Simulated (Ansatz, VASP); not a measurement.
ZnS in VASP and in Ansatz

The input INCAR:

```
SYSTEM = ZnS
PREC = Accurate
ENCUT = 520
EDIFF = 1E-6
ISMEAR = 0
SIGMA = 0.01
LREAL = .FALSE.
LASPH = .TRUE.
NELM = 60
ALGO = Normal
ISIF = 2
LWAVE = .FALSE.
LCHARG = .FALSE.
GGA = PE
NBANDS = 26
```

File KPOINTS:

```
regular mesh
0
G
  6 6 4
  0 0 0
```

POSCAR

```
ZnS
1.0
    3.8110000000      0.0000000000      0.0000000000
   -1.9055000000      3.3004228138      0.0000000000
    0.0000000000      0.0000000000      6.2340000000
Zn S
2 2
Direct
    0.3333330000      0.6666670000      0.0000000000
    0.6666670000      0.3333330000      0.5000000000
    0.3333330000      0.6666670000      0.3850000000
    0.6666670000      0.3333330000      0.8850000000
```

Input for Ansatz:

```yaml
crystal:
  lattice:
    - [3.811, 0.0, 0.0]
    - [-1.905499999999999, 3.300422813822496, 0.0]
    - [0.0, 0.0, 6.234]
  atoms:
    - { symbol: Zn, position: [0.333333, 0.666667, 0.0] }
    - { symbol: Zn, position: [0.666667, 0.333333, 0.5] }
    - { symbol: S, position: [0.333333, 0.666667, 0.38500000000000006] }
    - { symbol: S, position: [0.666667, 0.333333, 0.8849999999999999] }
basis:
  ecutwfc: 435.382179935808
kpoints:
  mp_grid:
    grid: [6, 6, 4]
hamiltonian:
  xc: pbe
scf:
  occupations:
    method: fixed
output:
  forces: true
  stress: true
```

Alike in both runs: task single point; functional PBE; k mesh 6 × 6 × 4; no spin polarisation.

```csv
,VASP,Ansatz
version,VASP 6.6.1,Ansatz 0.2.0
potentials or method,"VASP PAW PBE potentials, release 64 (Zn, S), cutoff 520 eV","plane waves, PAW"
occupations,"gaussian, width 0.01 eV",fixed
valence electrons in the cell,36,36
```

Ansatz gave:

* pressure (GPa): 2.3
* traceless stress, the component that is largest in VASP (GPa): -1.37
* rms of the force components (eV/Å): 0.185

Question: Estimate VASP's values.

Answer: Pressure (GPa): 2.5; traceless stress, the component that is largest in VASP (GPa): -1.40; rms of the force components (eV/Å): 0.187.

Atom by atom the forces differ by 0.002 eV/Å (rms over components). Ansatz's warnings: structure snapped to symmetry.
